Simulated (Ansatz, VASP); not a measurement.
## Na in VASP and in Ansatz

INCAR

```
SYSTEM = Na
PREC = Accurate
ENCUT = 520
EDIFF = 1E-6
ISMEAR = -1
SIGMA = 0.1
LREAL = .FALSE.
LASPH = .TRUE.
NELM = 80
ALGO = Normal
ISIF = 2
LWAVE = .FALSE.
LCHARG = .TRUE.
LELF = .TRUE.
LVHAR = .TRUE.
NBANDS = 22
```

The input KPOINTS:

```
Automatic mesh
0
G
  10 10 6
  0 0 0
```

POSCAR

```
Na
1.0
    2.9029107594      0.0000000000      0.0000000000
   -1.4514553797      2.5139944626      0.0000000000
    0.0000000000      0.0000000000      9.3195955434
Na
4
Direct
    0.0000000000      0.0000000000      0.0000000000
    0.0000000000      0.0000000000      0.5000000000
    0.3333333333      0.6666666667      0.2500000000
    0.6666666667      0.3333333333      0.7500000000
```

Input for Ansatz:

```yaml
crystal:
  lattice:
    - [2.9029107594, 0.0, 0.0]
    - [-1.4514553797, 2.5139944626, 0.0]
    - [0.0, 0.0, 9.3195955434]
  atoms:
    - { symbol: Na, position: [0.0, 0.0, 0.0] }
    - { symbol: Na, position: [0.0, 0.0, 0.5] }
    - { symbol: Na, position: [0.3333333333, 0.6666666667, 0.25] }
    - { symbol: Na, position: [0.6666666667, 0.3333333333, 0.75] }
kpoints:
  mp_grid: { grid: [10, 10, 6] }
scf:
  occupations: { method: fermi_dirac, width: 0.1 }
hamiltonian:
  xc: lda
  pseudopotentials: { kind: all_electron, lapw: { basis_error: 0.0005 } }
output:
  forces: true
  stress: true
  eigenvalues: true
  populations: true
```

Alike in both runs: task single point; functional LDA; k mesh 10 × 10 × 6; occupations fermi-dirac, width 0.1 eV; no spin polarisation.

|  | VASP | Ansatz |
| --- | --- | --- |
| version | VASP 6.6.1 | Ansatz 0.2.0 |
| potentials or method | VASP PAW LDA potentials, release 64 (Na_pv), cutoff 520 eV | all-electron LAPW, scalar-relativistic |

|  | VASP | Ansatz | Ansatz less VASP |
| --- | --- | --- | --- |
| pressure (GPa) | 22.1 | 22.0 | -0.08 |

LDA's correlation is that of Perdew and Zunger in VASP and of Perdew and Wang (1992) in Ansatz. Ansatz ran all-electron here, and VASP with PAW potentials.
